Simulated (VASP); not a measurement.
# K4Zn3BiF12 (a cell with a defect) in VASP: single point with PBEsol

Aim: the single point of K4Zn3BiF12 (a cell with a defect) with PBEsol.

Program: VASP 6.6.1. These are calculated values, not measurements. Logs are shortened: lines on timing, memory, paths and dates and some standing lists are left out, and cuts for length are marked.

### 1 The cell of the first run

The cell holds a defect, 40 atoms: a = 8.105 Å, b = 8.105 Å, c = 8.105 Å, α = 90.00°, β = 90.00°, γ = 90.00°.

### 2 Single point, PBEsol

INCAR reads:

```
SYSTEM = K4Zn3BiF12
PREC = Accurate
ENCUT = 520
EDIFF = 1E-7
ISMEAR = -1
SIGMA = 0.05
LREAL = Auto
LASPH = .True.
NELM = 100
ALGO = Normal
ISIF = 2
LWAVE = .False.
LCHARG = .False.
GGA = PS
ISYM = 0
NBANDS = 197
```

KPOINTS reads:

```
Automatic mesh
0
Gamma
  1 1 1
  0.25 0.25 0.25
```

POSCAR reads:

```
K4Zn3BiF12
1.0
    8.1045260000      0.0000000000      0.0000000000
    0.0000000000      8.1045260000      0.0000000000
    0.0000000000      0.0000000000      8.1045260000
K Bi Zn F
8 2 6 24
Direct
    0.9906600000      0.0561370000      0.9666790000
    0.9670870000      0.9968100000      0.4779370000
    0.9799790000      0.4789050000      0.9722720000
    0.9556610000      0.5178170000      0.4772040000
    0.5073790000      0.0505670000      0.9883070000
    0.5302990000      0.0073730000      0.4823060000
    0.5005440000      0.4719050000      0.9709140000
    0.5255860000      0.5269360000      0.4757960000
    0.2449840000      0.2716870000      0.3045340000
    0.2513550000      0.7622940000      0.7760520000
    0.2456970000      0.2613750000      0.6664020000
    0.2525750000      0.7649980000      0.2244140000
    0.7466100000      0.2620400000      0.2293630000
    0.7442950000      0.2620250000      0.7220810000
    0.7539310000      0.7629490000      0.2180720000
    0.7515620000      0.7624550000      0.7412320000
    0.2443590000      0.2597760000      0.9129130000
    0.1919400000      0.0178530000      0.6929620000
    0.2406020000      0.6078860000      0.0286040000
    0.3430310000      0.7748230000      0.5249350000
    0.7456090000      0.2626670000      0.9790070000
    0.7451440000      0.2641400000      0.4757400000
    0.8148670000      0.7646720000      0.9798000000
    0.7328100000      0.7634500000      0.4835240000
    0.9789780000      0.2442520000      0.2444260000
    0.9816160000      0.2917690000      0.7110560000
    0.9988010000      0.7662410000      0.2616070000
    0.9872970000      0.7307430000      0.6919730000
    0.5135590000      0.2699210000      0.2461380000
    0.5076860000      0.2296930000      0.7149380000
    0.5080370000      0.7542900000      0.2084300000
    0.5229400000      0.7850080000      0.8146910000
    0.2514870000      0.9944820000      0.3218660000
    0.2454860000      0.9127960000      0.0226470000
    0.2365080000      0.5480030000      0.3422140000
    0.2991020000      0.5032130000      0.7005970000
    0.7400340000      0.0112390000      0.2237420000
    0.7669280000      0.0101450000      0.7307600000
    0.7546640000      0.5121400000      0.2206610000
    0.7226620000      0.5145240000      0.7342880000
```

Potentials or basis: VASP PAW PBE potentials, release 64 (K_sv, Bi_d, Zn, F).

Started as:

```console
$ cat potpaw_PBE.64/K_sv/POTCAR potpaw_PBE.64/Bi_d/POTCAR potpaw_PBE.64/Zn/POTCAR potpaw_PBE.64/F/POTCAR > POTCAR
$ mpirun -np 1 vasp_std > vasp.out
```

OUTCAR:

```text
SYSTEM = K4Zn3BiF12
   PREC = Accurate
   ENCUT = 520
   EDIFF = 1E-7
   ISMEAR = -1
   LREAL = Auto
   LASPH = .True.
   NELM = 100
   ISIF = 2
   GGA = PS
   ISYM = 0

 ion  position               nearest neighbor table
   1  0.991  0.056  0.967-  34 2.41  21 2.60  38 2.66  17 2.67  25 2.72  23 2.76  18 2.77  26 2.82
                            14 3.27  13 3.35   3 3.43  10 3.54   9 3.85
   2  0.967  0.997  0.478-  18 2.53  27 2.58  38 2.62  33 2.63  24 2.68  25 2.76  37 2.76  28 2.77
                            22 2.82  15 3.32  16 3.35   9 3.47   6 3.54  10 3.84
   3  0.980  0.479  0.972-  19 2.40  21 2.58  26 2.60  23 2.68  39 2.73  17 2.82  40 2.86  14 3.29
                            13 3.32   1 3.43  10 3.56   9 3.83
   4  0.956  0.518  0.477-  28 2.46  35 2.54  39 2.64  26 2.64  22 2.67  24 2.69  27 2.69  40 2.81
                            15 3.32  14 3.34  13 3.35  16 3.35   9 3.38   8 3.49
   5  0.507  0.051  0.988-  34 2.41  32 2.57  21 2.59  30 2.65  37 2.70  29 2.74  17 2.79  13 3.24
                            14 3.36   7 3.42  10 3.57   9 3.78
   6  0.530  0.007  0.482-  20 2.44  24 2.57  33 2.61  30 2.61  37 2.70  22 2.71  38 2.78  14 3.32
                            13 3.40  16 3.40   9 3.47   2 3.54  10 3.84
   7  0.501  0.472  0.971-  19 2.42  21 2.61  40 2.65  17 2.74  36 2.74  29 2.77  32 2.84  30 2.86
                            14 3.30  13 3.36   5 3.42  10 3.48   9 3.77
   8  0.526  0.527  0.476-  20 2.53  24 2.55  35 2.59  36 2.59  40 2.64  22 2.78  39 2.78  29 2.80
                            31 2.85   9 3.37  15 3.38  16 3.41  14 3.43   4 3.49  10 3.81
   9  0.245  0.272  0.305-  25 2.22  29 2.23  33 2.25  35 2.26  11 2.93   8 3.37   4 3.38   2 3.47
                             6 3.47   7 3.77   5 3.78   3 3.83   1 3.85
  10  0.251  0.762  0.776-  20 2.17  36 2.22  18 2.23  32 2.23  28 2.26  34 2.34  19 2.40   7 3.48
                             1 3.54   3 3.56   5 3.57   8 3.81   6 3.84   2 3.84
  11  0.246  0.261  0.666-  17 2.00  36 2.03  18 2.03  30 2.17  26 2.18   9 2.93
  12  0.253  0.765  0.224-  35 2.01  33 2.02  34 2.03  19 2.04  31 2.08  27 2.08
  13  0.747  0.262  0.229-  25 1.89  29 1.89  22 2.00  21 2.03  39 2.03  37 2.03   5 3.24   3 3.32
                             4 3.35   1 3.35   7 3.36   6 3.40
  14  0.744  0.262  0.722-  30 1.94  26 1.94  22 2.00  38 2.05  40 2.06  21 2.08   1 3.27   3 3.29
                             7 3.30   6 3.32   4 3.34   5 3.36   8 3.43
  15  0.754  0.763  0.218-  23 1.99  31 2.00  27 2.02  37 2.02  39 2.03  24 2.16   2 3.32   4 3.32
                             8 3.38
  16  0.752  0.762  0.741-  32 1.95  28 1.97  23 2.00  38 2.01  40 2.02  24 2.09   2 3.35   4 3.35
                             6 3.40   8 3.41
  17  0.244  0.260  0.913-  11 2.00   1 2.67   7 2.74   5 2.79   3 2.82
  18  0.192  0.018  0.693-  11 2.03  10 2.23   2 2.53   1 2.77
  19  0.241  0.608  0.029-  12 2.04   3 2.40  10 2.40   7 2.42
  20  0.343  0.775  0.525-  10 2.17   6 2.44   8 2.53
  21  0.746  0.263  0.979-  13 2.03  14 2.08   3 2.58   5 2.59   1 2.60   7 2.61
  22  0.745  0.264  0.476-  14 2.00  13 2.00   4 2.67   6 2.71   8 2.78   2 2.82
  23  0.815  0.765  0.980-  15 1.99  16 2.00   3 2.68   1 2.76
  24  0.733  0.763  0.484-  16 2.09  15 2.16   8 2.55   6 2.57   2 2.68   4 2.69
  25  0.979  0.244  0.244-  13 1.89   9 2.22   1 2.72   2 2.76
  26  0.982  0.292  0.711-  14 1.94  11 2.18   3 2.60   4 2.64   1 2.82
  27  0.999  0.766  0.262-  15 2.02  12 2.08   2 2.58   4 2.69
  28  0.987  0.731  0.692-  16 1.97  10 2.26   4 2.46   2 2.77
  29  0.514  0.270  0.246-  13 1.89   9 2.23   5 2.74   7 2.77   8 2.80
  30  0.508  0.230  0.715-  14 1.94  11 2.17   6 2.61   5 2.65   7 2.86
  31  0.508  0.754  0.208-  15 2.00  12 2.08   8 2.85
  32  0.523  0.785  0.815-  16 1.95  10 2.23   5 2.57   7 2.84
  33  0.251  0.994  0.322-  12 2.02   9 2.25   6 2.61   2 2.63
  34  0.245  0.913  0.023-  12 2.03  10 2.34   1 2.41   5 2.41
  35  0.237  0.548  0.342-  12 2.01   9 2.26   4 2.54   8 2.59
  36  0.299  0.503  0.701-  11 2.03  10 2.22   8 2.59   7 2.74
  37  0.740  0.011  0.224-  15 2.02  13 2.03   6 2.70   5 2.70   2 2.76
  38  0.767  0.010  0.731-  16 2.01  14 2.05   2 2.62   1 2.66   6 2.78
  39  0.755  0.512  0.221-  13 2.03  15 2.03   4 2.64   3 2.73   8 2.78
  40  0.723  0.515  0.734-  16 2.02  14 2.06   8 2.64   7 2.65   4 2.81   3 2.86

IMPORTANT INFORMATION: All symmetrisations will be switched off!
NOSYMM: (Re-)initialisation of all symmetry stuff for point group C_1.

----------------------------------------------------------------------------------------

                                     Primitive cell

  volume of cell :     532.3324

  direct lattice vectors                    reciprocal lattice vectors
     8.104526000  0.000000000  0.000000000     0.123387845  0.000000000  0.000000000
     0.000000000  8.104526000  0.000000000     0.000000000  0.123387845  0.000000000
     0.000000000  0.000000000  8.104526000     0.000000000  0.000000000  0.123387845

  length of vectors
     8.104526000  8.104526000  8.104526000     0.123387845  0.123387845  0.123387845

  position of ions in fractional coordinates (direct lattice)
     0.990660000  0.056137000  0.966679000
     0.967087000  0.996810000  0.477937000
     0.979979000  0.478905000  0.972272000
     0.955661000  0.517817000  0.477204000
[... 94 lines left out ...]

  Length of vectors
     0.123387845  0.123387845  0.123387845

  Shift w.r.t. Gamma in fractional coordinates (k-lattice)
     0.250000000  0.250000000  0.250000000

 Subroutine IBZKPT returns following result:
 ===========================================

 Found      4 irreducible k-points:

 Following reciprocal coordinates:
            Coordinates               Weight
  0.250000  0.250000  0.250000      2.000000
 -0.250000  0.250000  0.250000      2.000000
 -0.250000 -0.250000  0.250000      2.000000
  0.250000 -0.250000  0.250000      2.000000
   k-points           NKPTS =      4   k-points in BZ     NKDIM =      4   number of bands    NBANDS=    197
   number of dos      NEDOS =    301   number of ions     NIONS =     40
   total plane-waves  NPLWV = 216000
   dimension x,y,z NGX =    60 NGY =   60 NGZ =   60
   dimension x,y,z NGXF=   120 NGYF=  120 NGZF=  120
   ions per type =               8   2   6  24
   NGX,Y,Z   is equivalent  to a cutoff of  12.31, 12.31, 12.31 a.u.
   NGXF,Y,Z  is equivalent  to a cutoff of  24.62, 24.62, 24.62 a.u.
 SYSTEM =  K4Zn3BiF12
   PREC   = accura    normal or accurate (medium, high low for compatibility)
   ISTART =      0    job   : 0-new  1-cont  2-samecut
   ICHARG =      2    charge: 1-file 2-atom 10-const
   ISPIN  =      1    spin polarized calculation?
   LNONCOLLINEAR =      F non collinear calculations
   LSORBIT =      F    spin-orbit coupling
   LASPH  =      T    aspherical Exc in radial PAW
   ENCUT  =  520.0 eV  38.22 Ry    6.18 a.u.  15.07 15.07 15.07*2*pi/ulx,y,z
   NELM   =    100;   NELMIN=  2; NELMDL= -5     # of ELM steps
   EDIFF  = 0.1E-06   stopping-criterion for ELM
   LREAL  =      T    real-space projection
   EDIFFG = 0.1E-05   stopping-criterion for IOM
   NSW    =      0    number of steps for IOM
   IBRION =     -1    ionic relax: 0-MD 1-quasi-New 2-CG
   NFREE  =      0    steps in history (QN), initial steepest desc. (CG)
   ISIF   =      2    stress and relaxation
   ISYM   =      0    0-nonsym 1-usesym 2-fastsym
   POTIM  = 0.5000    time-step for ionic-motion
   TEBEG  =    0.0;   TEEND  =   0.0 temperature during run
   PSTRESS=    0.0 pullay stress
   NELECT =     342.0000    total number of electrons
   NUPDOWN=      -1.0000    fix difference up-down
   EMIN   =  10.00;   EMAX   =-10.00  energy-range for DOS
   EFERMI =   0.00;   METHOD = LEGACY
   ISMEAR =    -1;   SIGMA  =   0.05  broadening in eV -4-tet -1-fermi 0-gaus
   EFERMI_NEDOS =   21; number of points for ismear=-14 and -15
   IALGO  =     38    algorithm
   IMIX   =      4    mixing-type and parameters
     AMIX     =   0.40;   BMIX     =  1.00
     AMIX_MAG =   1.60;   BMIX_MAG =  1.00
  volume/ion in A,a.u.               =      13.31        89.81
  Fermi-wavevector in a.u.,A,eV,Ry     =   1.412611  2.669448 27.150015  1.995470
  Thomas-Fermi vector in A             =   2.534342
   LORBIT       =      0    0 simple, 1 ext, 2 COOP (PROOUT), +10 PAW based schemes
   GGA     = PS    functional components
   LHFCALC =     F    Hartree Fock is set to
   AEXX    =    0.0000 exact exchange contribution
   IVDW    =     0    specifies the selected vdW correction
   LEPSILON=     F    determine dielectric tensor
   LRPA    =     F    only Hartree local field effects (RPA)
 non-spin polarized calculation
  energy-cutoff  :      520.00
  volume of cell :      532.33
 maximum number of plane-waves:     14330
   NGX = 31   NGY = 31   NGZ = 31

 number of electron     341.9999973 magnetization

 Free energy of the ion-electron system (eV)
  ---------------------------------------------------
  ext. energy  EPLUGINS =         0.00000000
  ---------------------------------------------------
  free energy    TOTEN  =      -170.17540090 eV

  energy without entropy =     -170.17540090  energy(sigma->0) =     -170.17540090

 E-fermi :   3.4461     XC(G=0): -10.3638

 val. band max:        2.3345461521   @ k =  -0.2500  -0.2500   0.2500
 cond. band min:       4.5531058728   @ k =   0.2500  -0.2500   0.2500
 fundamental gap:      2.2185597207
 Fermi energy:         3.4461180206

 k-point     1 :       0.2500    0.2500    0.2500
  band No.  band energies     occupation
      1     -26.6958      2.00000
      2     -26.6410      2.00000
      3     -26.6009      2.00000
      4     -26.5907      2.00000
      5     -26.5627      2.00000
      6     -26.5516      2.00000
[... 733 lines left out ...]
    182       7.9148      0.00000
    183       8.5421      0.00000
 [bands above 183 left out]

------------------------ aborting loop because EDIFF is reached ----------------------------------------

  FORCE on cell =-STRESS in cart. coord.  units (eV):
  Direction    XX          YY          ZZ          XY          YZ          ZX
  --------------------------------------------------------------------------------------
  -------------------------------------------------------------------------------------
  Total       31.7535068     25.8267838     15.8161025      0.3682287      1.3759707      1.6196719
  in kB       95.5695229     77.7316793     47.6022187      1.1082694      4.1413020      4.8747772
  external PRESSURE =      73.6344736 kB  Pullay stress =       0.0000000 kB

 VOLUME and BASIS-vectors are now :
 -----------------------------------------------------------------------------
  energy-cutoff  :      520.00
  volume of cell :      532.33
      direct lattice vectors                 reciprocal lattice vectors
     8.104526000  0.000000000  0.000000000     0.123387845  0.000000000  0.000000000
     0.000000000  8.104526000  0.000000000     0.000000000  0.123387845  0.000000000
     0.000000000  0.000000000  8.104526000     0.000000000  0.000000000  0.123387845

 POSITION                                       TOTAL-FORCE (eV/Angst)
 -----------------------------------------------------------------------------------
      8.02883      0.45496      7.83448        -0.000543     -0.000120      0.008386
      7.83778      8.07867      3.87345        -0.003435      0.009207     -0.011129
      7.94227      3.88130      7.87980         0.006080      0.003266     -0.002988
      7.74518      4.19666      3.86751         0.010062     -0.009978     -0.004989
      4.11207      0.40982      8.00976         0.013216      0.002864      0.004788
      4.29782      0.05975      3.90886         0.004993      0.010365     -0.005397
[... 32 lines left out ...]
      6.11619      4.15065      1.78835        -0.003169     -0.000617     -0.009386
      5.85683      4.16997      5.95106        -0.008087     -0.001358      0.002202
 -----------------------------------------------------------------------------------
    total drift:                                0.003294     -0.001209     -0.004057

  FREE ENERGIE OF THE ION-ELECTRON SYSTEM (eV)
  ---------------------------------------------------
  free  energy   TOTEN  =      -170.1754009017 eV

  energy  without entropy=     -170.1754009009  energy(sigma->0) =     -170.17540090
```

It took 12 min on 1 thread of Intel Xeon Platinum 8488C (Sapphire Rapids), shared host; peak memory 0.64 GiB.

What came out:

* Free energy: -170.1754 eV
* Pressure: 7.4 GPa
* Largest force: 0.092 eV/Å
* Band gap on the k mesh: 2.22 eV

Forces on the atoms (eV/Å):
```
K   -0.001  0.000  0.008
K   -0.003  0.009 -0.011
K    0.006  0.003 -0.003
K    0.010 -0.010 -0.005
K    0.013  0.003  0.005
K    0.005  0.010 -0.005
K    0.006  0.008  0.009
K    0.009 -0.012  0.012
Bi  -0.022 -0.023 -0.029
Bi  -0.020 -0.049  0.056
Zn  -0.011  0.009 -0.091
Zn   0.004 -0.005  0.044
Zn   0.018 -0.005 -0.004
Zn  -0.009 -0.006  0.035
Zn   0.002  0.000  0.014
Zn  -0.016 -0.002 -0.019
F   -0.003 -0.015  0.074
F   -0.003 -0.019  0.021
F   -0.009  0.023 -0.007
F    0.000  0.011 -0.045
F   -0.005  0.001 -0.020
F    0.005  0.002 -0.002
F    0.022  0.005 -0.002
F    0.001 -0.005 -0.007
F    0.086  0.004  0.004
F    0.077  0.005 -0.016
F    0.014 -0.004  0.007
F    0.055 -0.008  0.006
F   -0.076 -0.002  0.003
F   -0.073  0.002  0.000
F   -0.023 -0.003  0.000
F   -0.039  0.001  0.010
F    0.013  0.019  0.038
F   -0.011  0.042 -0.048
F   -0.009 -0.036 -0.002
F    0.005  0.030 -0.018
F   -0.005  0.008 -0.001
F   -0.003  0.012 -0.001
F   -0.003 -0.001 -0.009
F   -0.008 -0.001  0.002
```

Levels at points of the mesh, in eV from the valence-band top:
```tsv
k point	band 167	band 168	band 169	band 170	band 171	band 172	band 173	band 174	band 175	band 176
(0.25, 0.25, 0.25)	-2.71	-2.62	-2.58	-2.20	-0.01	2.25	2.75	2.96	3.47	3.80
```

Caveat: the k points lie up to 0.78 Å⁻¹ apart; the PAW data sets were made with another functional, which shifts forces and pressure a little; spin-orbit coupling is left out, which moves the levels of the heavy elements.
